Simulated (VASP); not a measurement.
# HfC in VASP: a series of runs, part 2 of 2

VASP 6.6.1. The steps go on from the part before.

## Step 4: Single point, PBEsol

This run uses another cell than the first one, of 11.78 Å³/atom, 0.937 times its volume.

Input file INCAR:

```
SYSTEM = HfC
  ALGO = Normal
  EDIFF = 1E-6
  ENCUT = 520
  GGA = PS
  ISIF = 2
  ISMEAR = -1
  LASPH = .TRUE.
  LCHARG = .TRUE.
  LELF = .TRUE.
  LREAL = .FALSE.
  LVHAR = .TRUE.
  LWAVE = .FALSE.
  NBANDS = 14
  NELM = 80
  PREC = Accurate
  SIGMA = 0.05
```

Input file KPOINTS:

```
k-points
0
G
  10 10 10
  0 0 0
```

Input file POSCAR:

```
HfC
1.0
    0.0000000000      2.2751989693      2.2751989693
    2.2751989693      0.0000000000      2.2751989693
    2.2751989693      2.2751989693      0.0000000000
Hf C
1 1
Direct
    0.5000000000      0.5000000000      0.5000000000
    0.0000000000      0.0000000000      0.0000000000
```

Potentials or basis: VASP PAW PBE potentials, release 64 (Hf_pv, C).

On the command line:

```
> cat potpaw_PBE.64/Hf_pv/POTCAR potpaw_PBE.64/C/POTCAR > POTCAR
> mpirun -np 1 vasp_std > vasp.out
```

OUTCAR:

```text
SYSTEM = HfC
   EDIFF = 1E-6
   ENCUT = 520
   GGA = PS
   ISIF = 2
   ISMEAR = -1
   LASPH = .TRUE.
   LREAL = .FALSE.
   NELM = 80
   PREC = Accurate

 ion  position               nearest neighbor table
   1  0.500  0.500  0.500-   2 2.28   2 2.28   2 2.28   2 2.28   2 2.28   2 2.28
   2  0.000  0.000  0.000-   1 2.28   1 2.28   1 2.28   1 2.28   1 2.28   1 2.28

  LATTYP: Found a face centered cubic cell.
 ALAT       =     4.5503979386

  Lattice vectors:

 A1 = (   0.0000000000,   2.2751989693,   2.2751989693)
 A2 = (   2.2751989693,   0.0000000000,   2.2751989693)
 A3 = (   2.2751989693,   2.2751989693,   0.0000000000)

Analysis of symmetry for initial positions (statically):
=====================================================================
 Subroutine PRICEL returns:
 Original cell was already a primitive cell.

 Routine SETGRP: Setting up the symmetry group for a
 face centered cubic supercell.

 Subroutine GETGRP returns: Found 48 space group operations
 (whereof 48 operations were pure point group operations)
 out of a pool of 48 trial point group operations.

The static configuration has the point symmetry O_h .

Analysis of symmetry for dynamics (positions and initial velocities):
=====================================================================
 Subroutine PRICEL returns:
 Original cell was already a primitive cell.

 Routine SETGRP: Setting up the symmetry group for a
 face centered cubic supercell.

 Subroutine GETGRP returns: Found 48 space group operations
 (whereof 48 operations were pure point group operations)
 out of a pool of 48 trial point group operations.

The dynamic configuration has the point symmetry O_h .

 Subroutine INISYM returns: Found 48 space group operations
 (whereof 48 operations are pure point group operations),
 and found     1 'primitive' translations

----------------------------------------------------------------------------------------

                                     Primitive cell

  volume of cell :      23.5553

  direct lattice vectors                    reciprocal lattice vectors
     0.000000000  2.275198969  2.275198969    -0.219761000  0.219761000  0.219761000
     2.275198969  0.000000000  2.275198969     0.219761000 -0.219761000  0.219761000
     2.275198969  2.275198969  0.000000000     0.219761000  0.219761000 -0.219761000

  length of vectors
     3.217617239  3.217617239  3.217617239     0.380637217  0.380637217  0.380637217

  position of ions in fractional coordinates (direct lattice)
     0.500000000  0.500000000  0.500000000
     0.000000000  0.000000000  0.000000000

  ion indices of the primitive-cell ions
   primitive index   ion index
                 1           1
                 2           2

----------------------------------------------------------------------------------------

 KPOINTS: k-points

Automatic generation of k-mesh.
 Grid dimensions read from file:
 generate k-points for:   10   10   10

 Generating k-lattice:

  Cartesian coordinates                     Fractional coordinates (reciprocal lattice)
    -0.021976100  0.021976100  0.021976100     0.100000000  0.000000000  0.000000000
     0.021976100 -0.021976100  0.021976100     0.000000000  0.100000000  0.000000000
     0.021976100  0.021976100 -0.021976100     0.000000000  0.000000000  0.100000000

  Length of vectors
     0.038063722  0.038063722  0.038063722

  Shift w.r.t. Gamma in fractional coordinates (k-lattice)
     0.000000000  0.000000000  0.000000000

 Subroutine IBZKPT returns following result:
 ===========================================

 Found     47 irreducible k-points:

 Following reciprocal coordinates:
            Coordinates               Weight
  0.000000  0.000000  0.000000      1.000000
  0.100000  0.000000  0.000000      8.000000
  0.200000  0.000000  0.000000      8.000000
  0.300000  0.000000  0.000000      8.000000
  0.400000  0.000000  0.000000      8.000000
  0.500000  0.000000  0.000000      4.000000
[... 16 lines left out ...]
  0.300000  0.300000  0.000000      6.000000
  0.400000  0.300000  0.000000     24.000000
 [... further k-points ...]
   k-points           NKPTS =     47   k-points in BZ     NKDIM =     47   number of bands    NBANDS=     14
   number of dos      NEDOS =    301   number of ions     NIONS =      2
   total plane-waves  NPLWV =  13824
   dimension x,y,z NGX =    24 NGY =   24 NGZ =   24
   dimension x,y,z NGXF=    48 NGYF=   48 NGZF=   48
   ions per type =               1   1
   NGX,Y,Z   is equivalent  to a cutoff of  12.40, 12.40, 12.40 a.u.
   NGXF,Y,Z  is equivalent  to a cutoff of  24.80, 24.80, 24.80 a.u.
 SYSTEM =  HfC
   PREC   = accura    normal or accurate (medium, high low for compatibility)
   ISTART =      0    job   : 0-new  1-cont  2-samecut
   ICHARG =      2    charge: 1-file 2-atom 10-const
   ISPIN  =      1    spin polarized calculation?
   LNONCOLLINEAR =      F non collinear calculations
   LSORBIT =      F    spin-orbit coupling
   LASPH  =      T    aspherical Exc in radial PAW
   ENCUT  =  520.0 eV  38.22 Ry    6.18 a.u.   5.98  5.98  5.98*2*pi/ulx,y,z
   NELM   =     80;   NELMIN=  2; NELMDL= -5     # of ELM steps
   EDIFF  = 0.1E-05   stopping-criterion for ELM
   LREAL  =      F    real-space projection
   EDIFFG = 0.1E-04   stopping-criterion for IOM
   NSW    =      0    number of steps for IOM
   IBRION =     -1    ionic relax: 0-MD 1-quasi-New 2-CG
   NFREE  =      0    steps in history (QN), initial steepest desc. (CG)
   ISIF   =      2    stress and relaxation
   ISYM   =      2    0-nonsym 1-usesym 2-fastsym
   POTIM  = 0.5000    time-step for ionic-motion
   TEBEG  =    0.0;   TEEND  =   0.0 temperature during run
   PSTRESS=    0.0 pullay stress
   NELECT =      14.0000    total number of electrons
   NUPDOWN=      -1.0000    fix difference up-down
   EMIN   =  10.00;   EMAX   =-10.00  energy-range for DOS
   EFERMI =   0.00;   METHOD = LEGACY
   ISMEAR =    -1;   SIGMA  =   0.05  broadening in eV -4-tet -1-fermi 0-gaus
   EFERMI_NEDOS =   21; number of points for ismear=-14 and -15
   IALGO  =     38    algorithm
   IMIX   =      4    mixing-type and parameters
     AMIX     =   0.40;   BMIX     =  1.00
     AMIX_MAG =   1.60;   BMIX_MAG =  1.00
  volume/ion in A,a.u.               =      11.78        79.48
  Fermi-wavevector in a.u.,A,eV,Ry     =   1.376432  2.601080 25.777127  1.894565
  Thomas-Fermi vector in A             =   2.501677
   LORBIT       =      0    0 simple, 1 ext, 2 COOP (PROOUT), +10 PAW based schemes
   GGA     = PS    functional components
   LHFCALC =     F    Hartree Fock is set to
   AEXX    =    0.0000 exact exchange contribution
   IVDW    =     0    specifies the selected vdW correction
   LEPSILON=     F    determine dielectric tensor
   LRPA    =     F    only Hartree local field effects (RPA)
 non-spin polarized calculation
  energy-cutoff  :      520.00
  volume of cell :       23.56
 maximum number of plane-waves:       644
   NGX = 11   NGY = 11   NGZ = 11

 number of electron      14.0000000 magnetization

 Free energy of the ion-electron system (eV)
  ---------------------------------------------------
  ext. energy  EPLUGINS =         0.00000000
  ---------------------------------------------------
  free energy    TOTEN  =       -22.16814880 eV

  energy without entropy =      -22.16554681  energy(sigma->0) =      -22.16684780

 E-fermi :   6.3325     XC(G=0): -12.7433

 val. band max:        6.3112800549   @ k =   0.5000   0.5000   0.0000
 cond. band min:       6.4487256048   @ k =   0.1000   0.1000   0.0000
 fundamental gap:      0.1374455499
 Fermi energy:         6.3325104129

 k-point     1 :       0.0000    0.0000    0.0000
  band No.  band energies     occupation
      1     -22.8700      2.00000
      2     -22.8700      2.00000
      3     -22.8700      2.00000
      4      -6.3032      2.00000
      5       7.3776      0.00000
      6       7.3776      0.00000
      7       7.3777      0.00000
      8       7.6721      0.00000
      9       7.6721      0.00000
     10       7.6721      0.00000
     11       9.8794      0.00000
     12       9.8794      0.00000
     13      13.9348      0.00000
     14      17.4498      0.00000
[... 375 lines left out ...]
 k-point    24 :       0.4000    0.3000    0.0000
  band No.  band energies     occupation
      1     -23.5040      2.00000
      2     -23.1234      2.00000
      3     -23.0964      2.00000
      4      -4.0719      2.00000
      5       2.4908      2.00000
      6       4.3365      2.00000
      7       5.6047      2.00000
      8       6.5158      0.04986
      9      12.0519      0.00000
     10      13.1705      0.00000
     11      13.3037      0.00000
     12      15.3681      0.00000
     13      18.8492      0.00000
     14      19.6673      0.00000

 [... further k-points ...]
[... 5 lines left out ...]
  --------------------------------------------------------------------------------------
  -------------------------------------------------------------------------------------
  Total        1.4428501      1.4428501      1.4428501     -0.0000000     -0.0000000     -0.0000000
  in kB       98.1394605     98.1394605     98.1394605     -0.0000000     -0.0000000     -0.0000000
  external PRESSURE =      98.1394605 kB  Pullay stress =       0.0000000 kB

 VOLUME and BASIS-vectors are now :
 -----------------------------------------------------------------------------
  energy-cutoff  :      520.00
  volume of cell :       23.56
      direct lattice vectors                 reciprocal lattice vectors
     0.000000000  2.275198969  2.275198969    -0.219761000  0.219761000  0.219761000
     2.275198969  0.000000000  2.275198969     0.219761000 -0.219761000  0.219761000
     2.275198969  2.275198969  0.000000000     0.219761000  0.219761000 -0.219761000

 POSITION                                       TOTAL-FORCE (eV/Angst)
 -----------------------------------------------------------------------------------
      2.27520      2.27520      2.27520        -0.000000      0.000000      0.000000
      0.00000      0.00000      0.00000         0.000000     -0.000000      0.000000
 -----------------------------------------------------------------------------------
    total drift:                                0.000000     -0.000000      0.000000

  FREE ENERGIE OF THE ION-ELECTRON SYSTEM (eV)
  ---------------------------------------------------
  free  energy   TOTEN  =       -22.1681487968 eV

  energy  without entropy=      -22.1655468125  energy(sigma->0) =      -22.16684780
```

OSZICAR:

```text
N       E                     dE             d eps       ncg     rms          rms(c)
DAV:   1     0.228578812981E+02    0.22858E+02   -0.78479E+03  1316   0.997E+02
DAV:   2    -0.234770313867E+02   -0.46335E+02   -0.43156E+02  1706   0.203E+02
DAV:   3    -0.250100570640E+02   -0.15330E+01   -0.15280E+01  1568   0.265E+01
DAV:   4    -0.250163547900E+02   -0.62977E-02   -0.62974E-02  1588   0.208E+00
DAV:   5    -0.250163914681E+02   -0.36678E-04   -0.36679E-04  1568   0.143E-01    0.651E+01
DAV:   6    -0.222242014918E+02    0.27922E+01   -0.10277E+01  1484   0.172E+01    0.454E+01
DAV:   7    -0.221824563227E+02    0.41745E-01   -0.49221E-01  1640   0.485E+00    0.238E+01
DAV:   8    -0.221720387836E+02    0.10418E-01   -0.45940E-02  1640   0.162E+00    0.423E+00
DAV:   9    -0.221685092846E+02    0.35295E-02   -0.15532E-02  1442   0.680E-01    0.188E+00
DAV:  10    -0.221681535158E+02    0.35577E-03   -0.13461E-03  1720   0.266E-01    0.130E-01
DAV:  11    -0.221681495164E+02    0.39994E-05   -0.71214E-05  1478   0.735E-02    0.357E-02
DAV:  12    -0.221681487968E+02    0.71953E-06   -0.17693E-06  1512   0.109E-02
   1 F= -.22168149E+02 E0= -.22166848E+02  d E =-.260198E-02
```

Run time: 17 s. Hardware: 1 thread of AMD EPYC 7R13 (Zen 3), shared host; peak memory 0.12 GiB.

What came out:

```yaml
Free_energy: -22.1681 eV
Pressure: 9.8 GPa
Band_gap_on_the_k_mesh: zero (band 7 reaches 7.38 eV, above the bottom of band 8 at 5.93 eV)
```

Caveat: the PAW data sets were made with another functional, which shifts forces and pressure a little; spin-orbit coupling is left out, which moves the levels of the heavy elements.

## Step 5: Overview

| level | U | cell | k mesh | smearing | gap on the mesh (eV) | pressure (GPa) |
| --- | --- | --- | --- | --- | --- | --- |
| PBE+U | Hf d U = 3.5 eV | a = 3.288 Å, angles 60.0°, 2 atoms | 7 × 7 × 7 | methfessel-paxton 0.1 eV | none | 12.4 |
| PBEsol | - | a = 3.152 Å, angles 60.0°, 2 atoms | 10 × 10 × 10 | fermi-dirac 0.05 eV | none | 30.3 |
| PBEsol | - | a = 3.218 Å, angles 60.0°, 2 atoms | 10 × 10 × 10 | fermi-dirac 0.05 eV | none | 9.8 |

Alike in all rows: task single point; potentials or basis VASP PAW PBE potentials, release 64 (Hf_pv, C); no spin polarisation; cutoff (eV) 520.

Caveats: spin-orbit coupling is left out, which moves the levels of the heavy elements; the PAW data sets were made with another functional, which shifts forces and pressure a little (some runs); U without spin polarisation on a metal has little footing (some runs); the U is typed as a test and isn't derived for this compound (some runs).

Absolute energies hang on the potentials; compare differences alone.
